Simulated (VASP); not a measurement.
# MnS (Fm-3m) in VASP: a series of runs

The runs below take MnS through single point, with PBE.

Program: VASP 6.6.1. These are calculated values, not measurements. Logs are shortened: lines on timing, memory, paths and dates and some standing lists are left out, and cuts for length are marked.

### 1 The cell of the first run

It takes space group Fm-3m (No. 225, cubic). The conventional cell has a = 5.172 Å, b = 5.172 Å, c = 5.172 Å, α = 90.00°, β = 90.00°, γ = 90.00°. Within 3.4 Å of Mn (site symmetry m-3m) lie 6 S at 2.59 Å. Within 3.4 Å of S (site symmetry m-3m) lie 6 Mn at 2.59 Å.

### 2 Single point, PBE, collinear spin, ferromagnetic start (17.29 Å³/atom)

Contents of INCAR:

```
PREC     = Accurate       # precision mode
ENCUT    = 520            # plane-wave cutoff, eV
EDIFF    = 1E-6           # SCF threshold, eV
ISMEAR   = -1             # smearing method
SIGMA    = 0.03           # smearing width, eV
LREAL    = F              # projectors in reciprocal space
LASPH    = T              # aspherical terms in the spheres
NELM     = 150            # most SCF steps
ALGO     = Normal         # electronic algorithm
ISIF     = 2              # what is computed and relaxed
LWAVE    = F              # write WAVECAR
LCHARG   = F              # write CHGCAR
ISPIN    = 2              # spin polarisation
MAGMOM   = 4 0            # initial moments
LORBIT   = 11             # projections on sites
LMAXMIX  = 4              # l up to which the mixer works
GGA      = PE             # functional
NBANDS   = 20             # bands
```

Contents of KPOINTS:

```
regular mesh
0
Gamma
  14 14 14
```

Contents of POSCAR:

```
MnS
1.0
    0.0000000000      2.5858618322      2.5858618322
    2.5858618322      0.0000000000      2.5858618322
    2.5858618322      2.5858618322      0.0000000000
Mn S
1 1
Direct
    0.0000000000      0.0000000000      0.0000000000
    0.5000000000      0.5000000000      0.5000000000
```

Potentials or basis: VASP PAW PBE potentials, release 64 (Mn_pv, S).

Started as:

```sh
$ cat potpaw_PBE.64/Mn_pv/POTCAR potpaw_PBE.64/S/POTCAR > POTCAR
$ mpirun -np 1 vasp_std > vasp.out
```

OUTCAR:

```text
PREC = Accurate
   ENCUT = 520
   EDIFF = 1E-6
   ISMEAR = -1
   LREAL = F
   LASPH = T
   NELM = 150
   ISIF = 2
   ISPIN = 2
   LORBIT = 11
   GGA = PE

 ion  position               nearest neighbor table
   1  0.000  0.000  0.000-   2 2.59   2 2.59   2 2.59   2 2.59   2 2.59   2 2.59
   2  0.500  0.500  0.500-   1 2.59   1 2.59   1 2.59   1 2.59   1 2.59   1 2.59

  LATTYP: Found a face centered cubic cell.
 ALAT       =     5.1717236644

  Lattice vectors:

 A1 = (   0.0000000000,   2.5858618322,   2.5858618322)
 A2 = (   2.5858618322,   0.0000000000,   2.5858618322)
 A3 = (   2.5858618322,   2.5858618322,   0.0000000000)

Analysis of symmetry for initial positions (statically):
=====================================================================
 Subroutine PRICEL returns:
 Original cell was already a primitive cell.

 Routine SETGRP: Setting up the symmetry group for a
 face centered cubic supercell.

 Subroutine GETGRP returns: Found 48 space group operations
 (whereof 48 operations were pure point group operations)
 out of a pool of 48 trial point group operations.

The static configuration has the point symmetry O_h .

Analysis of symmetry for dynamics (positions and initial velocities):
=====================================================================
 Subroutine PRICEL returns:
 Original cell was already a primitive cell.

 Routine SETGRP: Setting up the symmetry group for a
 face centered cubic supercell.

 Subroutine GETGRP returns: Found 48 space group operations
 (whereof 48 operations were pure point group operations)
 out of a pool of 48 trial point group operations.

The dynamic configuration has the point symmetry O_h .

Analysis of structural, dynamic, and magnetic symmetry:
=====================================================================
 Subroutine PRICEL returns:
 Original cell was already a primitive cell.

 Routine SETGRP: Setting up the symmetry group for a
 face centered cubic supercell.

 Subroutine GETGRP returns: Found 48 space group operations
 (whereof 48 operations were pure point group operations)
 out of a pool of 48 trial point group operations.

The overall configuration has the point symmetry O_h .

 Subroutine INISYM returns: Found 48 space group operations
 (whereof 48 operations are pure point group operations),
 and found     1 'primitive' translations

----------------------------------------------------------------------------------------

                                     Primitive cell

  volume of cell :      34.5817

  direct lattice vectors                    reciprocal lattice vectors
     0.000000000  2.585861832  2.585861832    -0.193359132  0.193359132  0.193359132
     2.585861832  0.000000000  2.585861832     0.193359132 -0.193359132  0.193359132
     2.585861832  2.585861832  0.000000000     0.193359132  0.193359132 -0.193359132

  length of vectors
     3.656960874  3.656960874  3.656960874     0.334907841  0.334907841  0.334907841

  position of ions in fractional coordinates (direct lattice)
     0.000000000  0.000000000  0.000000000
     0.500000000  0.500000000  0.500000000

  ion indices of the primitive-cell ions
   primitive index   ion index
                 1           1
                 2           2

----------------------------------------------------------------------------------------

 KPOINTS: regular mesh

Automatic generation of k-mesh.
 Grid dimensions read from file:
 generate k-points for:   14   14   14

 Generating k-lattice:

  Cartesian coordinates                     Fractional coordinates (reciprocal lattice)
    -0.013811367  0.013811367  0.013811367     0.071428571  0.000000000  0.000000000
     0.013811367 -0.013811367  0.013811367     0.000000000  0.071428571  0.000000000
     0.013811367  0.013811367 -0.013811367     0.000000000  0.000000000  0.071428571

  Length of vectors
     0.023921989  0.023921989  0.023921989

  Shift w.r.t. Gamma in fractional coordinates (k-lattice)
     0.000000000  0.000000000  0.000000000

 Subroutine IBZKPT returns following result:
 ===========================================

 Found    104 irreducible k-points:

 Following reciprocal coordinates:
            Coordinates               Weight
  0.000000  0.000000  0.000000      1.000000
  0.071429  0.000000  0.000000      8.000000
  0.142857  0.000000  0.000000      8.000000
  0.214286  0.000000  0.000000      8.000000
  0.285714  0.000000  0.000000      8.000000
  0.357143  0.000000  0.000000      8.000000
[... 16 lines left out ...]
  0.214286  0.142857  0.000000     24.000000
  0.285714  0.142857  0.000000     24.000000
 [... further k-points ...]
   k-points           NKPTS =    104   k-points in BZ     NKDIM =    104   number of bands    NBANDS=     20
   number of dos      NEDOS =    301   number of ions     NIONS =      2
   total plane-waves  NPLWV =  21952
   dimension x,y,z NGX =    28 NGY =   28 NGZ =   28
   dimension x,y,z NGXF=    56 NGYF=   56 NGZF=   56
   ions per type =               1   1
   NGX,Y,Z   is equivalent  to a cutoff of  12.73, 12.73, 12.73 a.u.
   NGXF,Y,Z  is equivalent  to a cutoff of  25.46, 25.46, 25.46 a.u.
 SYSTEM =  unknown system
   PREC   = accura    normal or accurate (medium, high low for compatibility)
   ISTART =      0    job   : 0-new  1-cont  2-samecut
   ICHARG =      2    charge: 1-file 2-atom 10-const
   ISPIN  =      2    spin polarized calculation?
   LNONCOLLINEAR =      F non collinear calculations
   LSORBIT =      F    spin-orbit coupling
   LASPH  =      T    aspherical Exc in radial PAW
   ENCUT  =  520.0 eV  38.22 Ry    6.18 a.u.   6.80  6.80  6.80*2*pi/ulx,y,z
   NELM   =    150;   NELMIN=  2; NELMDL= -5     # of ELM steps
   EDIFF  = 0.1E-05   stopping-criterion for ELM
   LREAL  =      F    real-space projection
   EDIFFG = 0.1E-04   stopping-criterion for IOM
   NSW    =      0    number of steps for IOM
   IBRION =     -1    ionic relax: 0-MD 1-quasi-New 2-CG
   NFREE  =      0    steps in history (QN), initial steepest desc. (CG)
   ISIF   =      2    stress and relaxation
   ISYM   =      2    0-nonsym 1-usesym 2-fastsym
   POTIM  = 0.5000    time-step for ionic-motion
   TEBEG  =    0.0;   TEEND  =   0.0 temperature during run
   PSTRESS=    0.0 pullay stress
   NELECT =      19.0000    total number of electrons
   NUPDOWN=      -1.0000    fix difference up-down
   EMIN   =  10.00;   EMAX   =-10.00  energy-range for DOS
   EFERMI =   0.00;   METHOD = LEGACY
   ISMEAR =    -1;   SIGMA  =   0.03  broadening in eV -4-tet -1-fermi 0-gaus
   EFERMI_NEDOS =   21; number of points for ismear=-14 and -15
   IALGO  =     38    algorithm
   IMIX   =      4    mixing-type and parameters
     AMIX     =   0.40;   BMIX     =  1.00
     AMIX_MAG =   1.60;   BMIX_MAG =  1.00
  volume/ion in A,a.u.               =      17.29       116.68
  Fermi-wavevector in a.u.,A,eV,Ry     =   1.340841  2.533823 24.461308  1.797855
  Thomas-Fermi vector in A             =   2.469122
   LORBIT       =     11    0 simple, 1 ext, 2 COOP (PROOUT), +10 PAW based schemes
   GGA     = PE    functional components
   LHFCALC =     F    Hartree Fock is set to
   AEXX    =    0.0000 exact exchange contribution
   IVDW    =     0    specifies the selected vdW correction
   LEPSILON=     F    determine dielectric tensor
   LRPA    =     F    only Hartree local field effects (RPA)
 spin polarized calculation
  energy-cutoff  :      520.00
  volume of cell :       34.58
 maximum number of plane-waves:       950
   NGX = 13   NGY = 13   NGZ = 13

 number of electron      18.9999994 magnetization       4.6247665

 Free energy of the ion-electron system (eV)
  ---------------------------------------------------
  ext. energy  EPLUGINS =         0.00000000
  ---------------------------------------------------
  free energy    TOTEN  =       -14.07727518 eV

  energy without entropy =      -14.07420538  energy(sigma->0) =      -14.07574028

 E-fermi :   6.9361     XC(G=0): -10.7522

 val. band max:        6.9236675237   @ k =  -0.2143   0.2857   0.0714
 cond. band min:       6.9531150213   @ k =  -0.2857   0.2143   0.0714
 fundamental gap:      0.0294474975
 Fermi energy:         6.9361310610

 spin component 1

 k-point     1 :       0.0000    0.0000    0.0000
  band No.  band energies     occupation
      1     -43.7738      1.00000
      2     -43.7738      1.00000
      3     -43.7738      1.00000
      4      -7.8525      1.00000
      5       3.5079      1.00000
      6       3.5079      1.00000
[... 12 lines left out ...]
     19      18.7578      0.00000
     20      19.2542      0.00000

 k-point     2 :       0.0714    0.0000    0.0000
  band No.  band energies     occupation
      1     -43.7742      1.00000
      2     -43.7739      1.00000
      3     -43.7739      1.00000
      4      -7.7989      1.00000
      5       3.3876      1.00000
      6       3.4063      1.00000
[... 12 lines left out ...]
     19      18.0523      0.00000
     20      19.3721      0.00000
[... 465 lines left out ...]
      3     -43.7747      1.00000
      4      -7.4064      1.00000
      5       1.9578      1.00000
      6       3.0417      1.00000
[... 12 lines left out ...]
     19      20.2174      0.00000
     20      21.5578      0.00000

 k-point    24 :       0.2857    0.1429    0.0000
  band No.  band energies     occupation
      1     -43.7782      1.00000
      2     -43.7751      1.00000
      3     -43.7750      1.00000
      4      -7.1615      1.00000
      5       1.4569      1.00000
      6       2.5961      1.00000
[... 12 lines left out ...]
     19      20.0928      0.00000
     20      23.0996      0.00000

 [... further k-points ...]

 spin component 2

 k-point     1 :       0.0000    0.0000    0.0000
  band No.  band energies     occupation
      1     -39.3113      1.00000
      2     -39.3113      1.00000
      3     -39.3113      1.00000
      4      -7.5690      1.00000
      5       5.1789      1.00000
      6       5.1789      1.00000
[... 12 lines left out ...]
     19      19.7927      0.00000
     20      20.9369      0.00000

 k-point     2 :       0.0714    0.0000    0.0000
  band No.  band energies     occupation
      1     -39.3118      1.00000
      2     -39.3113      1.00000
      3     -39.3113      1.00000
      4      -7.5176      1.00000
      5       4.7590      1.00000
      6       5.0042      1.00000
[... 12 lines left out ...]
     19      18.9771      0.00000
     20      20.9838      0.00000
[... 465 lines left out ...]
      3     -39.3124      1.00000
      4      -7.1407      1.00000
      5       2.9863      1.00000
      6       4.3192      1.00000
[... 12 lines left out ...]
     19      20.8991      0.00000
     20      22.6499      0.00000

 k-point    24 :       0.2857    0.1429    0.0000
  band No.  band energies     occupation
      1     -39.3172      1.00000
      2     -39.3130      1.00000
      3     -39.3128      1.00000
      4      -6.9068      1.00000
      5       2.3059      1.00000
      6       3.8722      1.00000
[... 12 lines left out ...]
     19      21.1406      0.00000
     20      23.6826      0.00000

 [... further k-points ...]

------------------------ aborting loop because EDIFF is reached ----------------------------------------

  FORCE on cell =-STRESS in cart. coord.  units (eV):
  Direction    XX          YY          ZZ          XY          YZ          ZX
  --------------------------------------------------------------------------------------
  -------------------------------------------------------------------------------------
  Total       -0.4892209     -0.4892209     -0.4892209      0.0000000      0.0000000      0.0000000
  in kB      -22.6657283    -22.6657283    -22.6657283      0.0000000      0.0000000      0.0000000
  external PRESSURE =     -22.6657283 kB  Pullay stress =       0.0000000 kB

 VOLUME and BASIS-vectors are now :
 -----------------------------------------------------------------------------
  energy-cutoff  :      520.00
  volume of cell :       34.58
      direct lattice vectors                 reciprocal lattice vectors
     0.000000000  2.585861832  2.585861832    -0.193359132  0.193359132  0.193359132
     2.585861832  0.000000000  2.585861832     0.193359132 -0.193359132  0.193359132
     2.585861832  2.585861832  0.000000000     0.193359132  0.193359132 -0.193359132

 POSITION                                       TOTAL-FORCE (eV/Angst)
 -----------------------------------------------------------------------------------
      0.00000      0.00000      0.00000         0.000000      0.000000      0.000000
      2.58586      2.58586      2.58586        -0.000000      0.000000     -0.000000
 -----------------------------------------------------------------------------------
    total drift:                               -0.000000      0.000000      0.000000

  FREE ENERGIE OF THE ION-ELECTRON SYSTEM (eV)
  ---------------------------------------------------
  free  energy   TOTEN  =       -14.0772751821 eV

  energy  without entropy=      -14.0742053777  energy(sigma->0) =      -14.07574028

 total charge

# of ion       s       p       d       tot
------------------------------------------
    1        0.218   6.168   4.941  11.327
    2        1.328   2.402   0.000   3.730
--------------------------------------------------
tot          1.546   8.571   4.941  15.057

 magnetization (x)

# of ion       s       p       d       tot
------------------------------------------
    1        0.052   0.039   4.106   4.197
    2        0.026   0.070   0.000   0.096
--------------------------------------------------
tot          0.078   0.109   4.106   4.293
```

Wall time 55 s (1 thread of Intel Xeon 6975P-C (Granite Rapids), shared host); peak memory 0.24 GiB.

What came out:

| Item | Value |
| --- | --- |
| Free energy | -14.0773 eV |
| Pressure | -2.3 GPa |
| Net moment | 4.62 μB per cell |
| Site moments | Mn +4.20; S +0.10 μB |
| Valence electrons inside the program's atomic spheres | Mn 11.33; S 3.73 |

Caveat: a cell with one magnetic atom can't hold antiferromagnetic order, which such compounds often take; semilocal functionals often make such compounds metallic where correlation or magnetic order opens a gap, which also shifts bond lengths. With open d or f shells a metallic result of PBE can be an artefact of self-interaction; +U or a hybrid may open a gap.

(Part 1 of 2 ends here.)
